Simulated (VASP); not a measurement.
**AgRh: single point with r2SCAN**

Crystal: AgRh.

```xyz
2
Lattice="2.8141 0.0000 0.0000 -1.4071 2.4371 0.0000 0.0000 0.0000 4.8719" Properties=species:S:1:pos:R:3 pbc="T T T"
Ag    0.0000    0.0000    2.4359
Rh    1.4071    0.8124    0.0000
```

| Quantity | Value |
| --- | --- |
| Program | VASP 6.6.1 |
| Task | single point |
| Functional | r2SCAN |
| Potentials or basis | VASP PAW PBE potentials, release 64 (Ag, Rh_pv) |
| Cutoff | 520 eV |
| k mesh | 11 × 11 × 6 |
| Occupations | fermi-dirac, width 0.05 eV |
| Spin | no spin polarisation |
| Dipole correction | no |
| Further INCAR settings | ALGO = Normal; EDIFF = 1e-06; NBANDS = 20 |

The pressure is -11.0 GPa and the band gap on the k mesh is zero (band 13 reaches 9.15 eV, above the bottom of band 14 at 7.86 eV).

Stress tensor (GPa, compression positive):
```
-11.31   0.00   0.00
  0.00 -11.31   0.00
  0.00   0.00 -10.45
```

Levels at points of the mesh, in eV from the Fermi level:
```tsv
k point	band 10	band 11	band 12	band 13	band 14	band 15	band 16	band 17
(0.00, 0.00, 0.00)	-3.17	-1.70	-1.70	0.14	0.14	0.49	5.35	17.37
(0.00, 0.00, 0.50)	-3.27	-2.33	-1.55	-1.55	0.10	0.10	11.79	12.77
```

Wall time 2.3 min on 1 thread of AMD EPYC 7R13 Processor (Zen 3), on a shared host, peak memory 0.16 GiB.

Caveat: the PAW data sets were made with another functional, which shifts forces and pressure a little.
